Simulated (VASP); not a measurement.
# C (P1) in VASP: a series of runs

The runs below take C through single point, with LDA.

All numbers are computed with VASP 6.6.1; they aren't measurements. Logs are shortened: lines on timing, memory, paths and dates and some standing lists are left out, and cuts for length are marked.

### Step 1. The cell of the first run

The typed cell holds 16 atoms: a = 5.212 Å, b = 5.212 Å, c = 5.212 Å, α = 60.00°, β = 60.00°, γ = 60.00°.

### Step 2. Single point, LDA

INCAR reads:

```
PREC = Accurate
ENCUT = 520
EDIFF = 1E-6
ISMEAR = -1
SIGMA = 0.24
LREAL = Auto
LASPH = True
NELM = 80
ALGO = Normal
ISIF = 2
LWAVE = False
LCHARG = False
GGA = CA
NBANDS = 46
```

KPOINTS reads:

```
regular mesh
0
Gamma
  3 3 3
```

POSCAR reads:

```
C
1.0
    0.0000000000      3.6852400000      3.6852400000
    3.6852400000      0.0000000000      3.6852400000
    3.6852400000      3.6852400000      0.0000000000
C
16
Direct
   -0.0357235892      0.0265518664      0.0364833769
    0.1027884208      0.1564619943      0.1172515223
   -0.0033240712     -0.0113561125      0.5101567333
    0.0965880106      0.1600031477      0.6370412782
   -0.0028220686      0.4945675180      0.0171494937
    0.0879454255      0.6270690647      0.1527444617
   -0.0105556219      0.5061000098      0.5280795823
    0.1224886303      0.6253324071      0.6310036795
    0.5030744266      0.0059561928     -0.0039210472
    0.6262685741      0.1385662806      0.1231534446
    0.5100753275     -0.0076385798      0.4964534196
    0.6315192498      0.1242524232      0.6189827528
    0.4812712334      0.5001573846      0.0035818563
    0.6186028590      0.6054151154      0.1165188699
    0.5461245401      0.4632262756      0.5197761883
    0.6188063735      0.6230394764      0.6289006957
```

Potentials or basis: VASP PAW LDA potentials, release 64 (C).

The run is started by

```sh
$ cat potpaw_LDA.64/C/POTCAR > POTCAR
$ mpirun -np 1 vasp_std > vasp.out
```

OUTCAR:

```text
PREC = Accurate
   ENCUT = 520
   EDIFF = 1E-6
   ISMEAR = -1
   LREAL = Auto
   LASPH = True
   NELM = 80
   ISIF = 2
   GGA = CA

 ion  position               nearest neighbor table
   1  0.964  0.027  0.036-  10 1.44   2 1.49   4 1.70   6 1.70
   2  0.103  0.156  0.117-   5 1.44   1 1.49   3 1.68   9 1.71
   3  0.997  0.989  0.510-   8 1.55  12 1.56   2 1.68   4 1.70
   4  0.097  0.160  0.637-   7 1.47   1 1.70   3 1.70  11 1.77
   5  0.997  0.495  0.017-   2 1.44   6 1.53  14 1.62   8 1.64
   6  0.088  0.627  0.153-   5 1.53   7 1.60  13 1.68   1 1.70
[... 8 lines left out ...]
  15  0.546  0.463  0.520-  12 1.45  16 1.47  14 1.74   8 1.81
  16  0.619  0.623  0.629-  15 1.47  11 1.57   7 1.58  13 1.60

  LATTYP: Found a face centered cubic cell.
 ALAT       =     7.3704800000

  Lattice vectors:

 A1 = (   0.0000000000,   3.6852400000,   3.6852400000)
 A2 = (   3.6852400000,   0.0000000000,   3.6852400000)
 A3 = (   3.6852400000,   3.6852400000,   0.0000000000)

Analysis of symmetry for initial positions (statically):
=====================================================================
 Subroutine PRICEL returns:
 Original cell was already a primitive cell.

 Routine SETGRP: Setting up the symmetry group for a
 face centered cubic supercell.

 Subroutine GETGRP returns: Found  1 space group operations
 (whereof  1 operations were pure point group operations)
 out of a pool of 48 trial point group operations.

The static configuration has the point symmetry C_1 .

Analysis of symmetry for dynamics (positions and initial velocities):
=====================================================================
 Subroutine PRICEL returns:
 Original cell was already a primitive cell.

 Routine SETGRP: Setting up the symmetry group for a
 face centered cubic supercell.

 Subroutine GETGRP returns: Found  1 space group operations
 (whereof  1 operations were pure point group operations)
 out of a pool of 48 trial point group operations.

The dynamic configuration has the point symmetry C_1 .

 Subroutine INISYM returns: Found  1 space group operations
 (whereof  1 operations are pure point group operations),
 and found     1 'primitive' translations

----------------------------------------------------------------------------------------

[... 111 lines left out ...]
   EDIFFG = 0.1E-04   stopping-criterion for IOM
   NSW    =      0    number of steps for IOM
   IBRION =     -1    ionic relax: 0-MD 1-quasi-New 2-CG
   NFREE  =      0    steps in history (QN), initial steepest desc. (CG)
   ISIF   =      2    stress and relaxation
   ISYM   =      2    0-nonsym 1-usesym 2-fastsym
   POTIM  = 0.5000    time-step for ionic-motion
   TEBEG  =    0.0;   TEEND  =   0.0 temperature during run
   PSTRESS=    0.0 pullay stress
   NELECT =      64.0000    total number of electrons
   NUPDOWN=      -1.0000    fix difference up-down
   EMIN   =  10.00;   EMAX   =-10.00  energy-range for DOS
   EFERMI =   0.00;   METHOD = LEGACY
   ISMEAR =    -1;   SIGMA  =   0.24  broadening in eV -4-tet -1-fermi 0-gaus
   EFERMI_NEDOS =   21; number of points for ismear=-14 and -15
   IALGO  =     38    algorithm
   IMIX   =      4    mixing-type and parameters
     AMIX     =   0.40;   BMIX     =  1.00
     AMIX_MAG =   1.60;   BMIX_MAG =  1.00
  volume/ion in A,a.u.               =       6.26        42.22
  Fermi-wavevector in a.u.,A,eV,Ry     =   1.410346  2.665168 27.063025  1.989076
  Thomas-Fermi vector in A             =   2.532309
   LORBIT       =      0    0 simple, 1 ext, 2 COOP (PROOUT), +10 PAW based schemes
   GGA     = CA    functional components
   LHFCALC =     F    Hartree Fock is set to
   AEXX    =    0.0000 exact exchange contribution
   IVDW    =     0    specifies the selected vdW correction
   LEPSILON=     F    determine dielectric tensor
   LRPA    =     F    only Hartree local field effects (RPA)
 non-spin polarized calculation
  energy-cutoff  :      520.00
  volume of cell :      100.10
 maximum number of plane-waves:      2733
   NGX = 19   NGY = 19   NGZ = 19

 number of electron      64.0000000 magnetization

 Free energy of the ion-electron system (eV)
  ---------------------------------------------------
  ext. energy  EPLUGINS =         0.00000000
  ---------------------------------------------------
  free energy    TOTEN  =      -156.07797008 eV

  energy without entropy =     -156.07176074  energy(sigma->0) =     -156.07486541

 E-fermi :  10.3246     XC(G=0): -13.0239

 val. band max:        9.4572982683   @ k =   0.0000   0.0000   0.0000
 cond. band min:      11.5708860071   @ k =   0.0000   0.0000   0.0000
 fundamental gap:      2.1135877388
 Fermi energy:        10.3245758705

 k-point     1 :       0.0000    0.0000    0.0000
  band No.  band energies     occupation
      1     -11.9482      2.00000
      2      -7.1282      2.00000
      3      -6.9286      2.00000
      4      -6.7278      2.00000
      5      -6.2827      2.00000
      6      -4.8234      2.00000
[... 647 lines left out ...]
     43      16.8043      0.00000
     44      17.0267      0.00000
 [bands above 44 left out]

------------------------ aborting loop because EDIFF is reached ----------------------------------------

  FORCE on cell =-STRESS in cart. coord.  units (eV):
  Direction    XX          YY          ZZ          XY          YZ          ZX
  --------------------------------------------------------------------------------------
  -------------------------------------------------------------------------------------
  Total      -22.9032989    -23.1234557    -22.0322921     -2.1029576      0.1269128     -0.7286063
  in kB     -366.5905778   -370.1144107   -352.6492294    -33.6599735      2.0313684    -11.6620852
  external PRESSURE =    -363.1180726 kB  Pullay stress =       0.0000000 kB

 VOLUME and BASIS-vectors are now :
 -----------------------------------------------------------------------------
  energy-cutoff  :      520.00
  volume of cell :      100.10
      direct lattice vectors                 reciprocal lattice vectors
     0.000000000  3.685240000  3.685240000    -0.135676374  0.135676374  0.135676374
     3.685240000  0.000000000  3.685240000     0.135676374 -0.135676374  0.135676374
     3.685240000  3.685240000  0.000000000     0.135676374  0.135676374 -0.135676374

 POSITION                                       TOTAL-FORCE (eV/Angst)
 -----------------------------------------------------------------------------------
      0.23230      3.68804      3.65144        -5.918535     -0.771645      1.860544
      1.00870      0.81090      0.95540        -1.686557      5.871825     -1.726645
      5.52344      5.55304      7.31638         1.828950     -0.278278      2.635019
      2.93730      2.70360      0.94560        -3.943427      3.288786     -2.329715
      1.88580      3.73804      5.49744         0.845188     -4.236665      0.549957
      2.87380      0.88700      2.63500        -0.030934      1.272892      3.198014
[... 8 lines left out ...]
      3.62260      3.92810      3.71970         0.519963     -8.454133     -1.158714
      4.61370      4.59810      4.57650         1.399090      1.511171      0.908844
 -----------------------------------------------------------------------------------
    total drift:                               -0.010181      0.007555      0.001446

  FREE ENERGIE OF THE ION-ELECTRON SYSTEM (eV)
  ---------------------------------------------------
  free  energy   TOTEN  =      -156.0779700849 eV

  energy  without entropy=     -156.0717607434  energy(sigma->0) =     -156.07486541
```

stdout:

```text
POSCAR found type information on POSCAR C
 POSCAR found :  1 types and      16 ions
 scaLAPACK will be used
 LDA part: xc-table for (Slater(with rela. corr.)+CA(PZ))
 , standard interpolation
 POSCAR, INCAR and KPOINTS ok, starting setup
 FFT: planning ... GRIDC
 FFT: planning ... GRID_SOFT
 FFT: planning ... GRID
 WAVECAR not read
 entering main loop
```

It took 71 s on 1 thread of Intel Xeon Platinum 8559C (Emerald Rapids), shared host; peak memory 0.2 GiB.

What came out:

- Free energy: -156.0780 eV
- Pressure: -36.3 GPa
- Largest force: 8.549 eV/Å
- Band gap on the k mesh: 2.11 eV, direct

Forces on the atoms (eV/Å):
```
C   -5.919 -0.772  1.861
C   -1.687  5.872 -1.727
C    1.829 -0.278  2.635
C   -3.943  3.289 -2.330
C    0.845 -4.237  0.550
C   -0.031  1.273  3.198
C   -1.793 -2.047  0.249
C    0.879  2.086  0.810
C   -0.742 -0.371 -1.686
C    0.597 -1.472 -4.154
C    3.205 -1.899 -0.439
C   -0.585  2.887 -2.115
C    1.262  0.484  0.355
C    4.164  2.127  3.044
C    0.520 -8.454 -1.159
C    1.399  1.511  0.909
```

Caveat: the k points lie up to 0.49 Å⁻¹ apart; forces of over 1 eV/Å act on the atoms, so gaps and moduli don't describe the material at rest.

### Step 3. Single point, LDA

INCAR reads:

```
PREC     = Accurate       # precision mode
ENCUT    = 520            # plane-wave cutoff, eV
EDIFF    = 1E-7           # SCF threshold, eV
ISMEAR   = -1             # smearing method
SIGMA    = 0.24           # smearing width, eV
LREAL    = Auto         
LASPH    = T              # aspherical terms in the spheres
NELM     = 100            # most SCF steps
ALGO     = Normal         # electronic algorithm
ISIF     = 2              # what is computed and relaxed
LWAVE    = F              # write WAVECAR
LCHARG   = F              # write CHGCAR
NBANDS   = 46             # bands
```

KPOINTS reads:

```
Automatic mesh
0
Gamma
  3 3 3
```

POSCAR reads:

```
C
1.0
    0.0000000000      3.6852400000      3.6852400000
    3.6852400000      0.0000000000      3.6852400000
    3.6852400000      3.6852400000      0.0000000000
C
16
Direct
   -0.0169731144      0.0253850495     -0.0028085009
    0.0761822839      0.1597589302      0.1331392257
   -0.0255071583      0.0192117745      0.5022468008
    0.1115395469      0.1737607320      0.5890389771
   -0.0433214662      0.5343342632      0.0383828462
    0.1189203417      0.6619514604      0.1012010073
   -0.0020351456      0.5061000098      0.5093833780
    0.0858831447      0.6236500201      0.6535259576
    0.4686940335      0.0623161585      0.0198494535
    0.6317770349      0.1175635779      0.1565569678
    0.5024096124     -0.0026592569      0.5163842789
    0.5746301462      0.1783465934      0.6347890504
    0.4771331039      0.5521078681      0.0026456893
    0.5851857681      0.6661574280      0.1443732294
    0.4900359271      0.5246876730      0.5384452573
    0.6055100889      0.6358473261      0.6563887291
```

Potentials or basis: VASP PAW LDA potentials, release 64 (C).

The run is started by

```sh
$ cat potpaw_LDA.64/C/POTCAR > POTCAR
$ mpirun -np 1 vasp_std > vasp.out
```

OUTCAR:

```text
PREC = Accurate
   ENCUT = 520
   EDIFF = 1E-7
   ISMEAR = -1
   LREAL = Auto
   LASPH = T
   NELM = 100
   ISIF = 2

 ion  position               nearest neighbor table
   1  0.983  0.025  0.997-  10 1.51   6 1.55   2 1.55   4 1.74
   2  0.076  0.160  0.133-   1 1.55   3 1.57   5 1.60   9 1.69
   3  0.974  0.019  0.502-   2 1.57   4 1.62   8 1.69  12 1.71
   4  0.112  0.174  0.589-   7 1.42   3 1.62  11 1.69   1 1.74
   5  0.957  0.534  0.038-   6 1.52  14 1.58   2 1.60   8 1.65
   6  0.119  0.662  0.101-   5 1.52  13 1.53   1 1.55   7 1.74
[... 882 lines left out ...]
  Total      -23.6160709    -24.0797284    -22.8913914     -1.7235238     -1.5015683     -0.7814546
  in kB     -377.9992177   -385.4205272   -366.3999859    -27.5867500    -24.0341273    -12.5079752
  external PRESSURE =    -376.6065769 kB  Pullay stress =       0.0000000 kB

 VOLUME and BASIS-vectors are now :
 -----------------------------------------------------------------------------
  energy-cutoff  :      520.00
  volume of cell :      100.10
      direct lattice vectors                 reciprocal lattice vectors
     0.000000000  3.685240000  3.685240000    -0.135676374  0.135676374  0.135676374
     3.685240000  0.000000000  3.685240000     0.135676374 -0.135676374  0.135676374
     3.685240000  3.685240000  0.000000000     0.135676374  0.135676374 -0.135676374

 POSITION                                       TOTAL-FORCE (eV/Angst)
 -----------------------------------------------------------------------------------
      3.76844      7.29758      3.71624        -0.058953     -0.036474      1.084407
      1.07940      0.77140      0.86950         0.854740      3.456012      1.879860
      1.92170      5.44214      3.66204         1.208339     -0.631127     -0.032672
      2.81110      2.58180      1.05140        -1.869505      4.605084     -5.141497
      2.11060      3.66704      5.49474        -4.075769     -2.926305     -0.248982
      2.81240      0.81120      2.87770         2.699031      1.820568     -1.774040
[... 8 lines left out ...]
      3.91790      3.79020      3.73950        -2.299851     -6.190695     -3.064813
      4.76220      4.65040      4.57470        -0.549937      0.116459      2.732641
 -----------------------------------------------------------------------------------
    total drift:                               -0.004389      0.008638     -0.007862

  FREE ENERGIE OF THE ION-ELECTRON SYSTEM (eV)
  ---------------------------------------------------
  free  energy   TOTEN  =      -155.4859854908 eV

  energy  without entropy=     -155.4783374978  energy(sigma->0) =     -155.48216149
```

stdout:

```text
POSCAR found type information on POSCAR C
 POSCAR found :  1 types and      16 ions
 scaLAPACK will be used
 LDA part: xc-table for (Slater(with rela. corr.)+CA(PZ))
 , standard interpolation
 POSCAR, INCAR and KPOINTS ok, starting setup
 FFT: planning ... GRIDC
 FFT: planning ... GRID_SOFT
 FFT: planning ... GRID
 WAVECAR not read
 entering main loop
```

It took 95 s on 1 thread of Intel Xeon Platinum 8559C (Emerald Rapids), shared host; peak memory 0.2 GiB.

What came out:

| Quantity | Value |
| --- | --- |
| Free energy | -155.4860 eV |
| Pressure | -37.7 GPa |
| Largest force | 7.281 eV/Å |
| Band gap on the k mesh | 1.78 eV, direct |

Forces in eV/Å, atoms in the order of the input:
```
C   -0.059 -0.036  1.084
C    0.855  3.456  1.880
C    1.208 -0.631 -0.033
C   -1.870  4.605 -5.141
C   -4.076 -2.926 -0.249
C    2.699  1.821 -1.774
C    1.708 -2.804  1.337
C    2.779  1.039  4.775
C   -3.766 -0.571 -3.446
C    1.220 -4.561  0.777
C    3.136 -3.182  1.345
C   -2.043  5.675  0.133
C   -0.296  2.989 -2.200
C    1.354  1.201  1.845
C   -2.300 -6.191 -3.065
C   -0.550  0.116  2.733
```

Caveat: the k points lie up to 0.49 Å⁻¹ apart; forces of over 1 eV/Å act on the atoms, so gaps and moduli don't describe the material at rest. As with any semilocal functional, this LDA gap is likely too small.
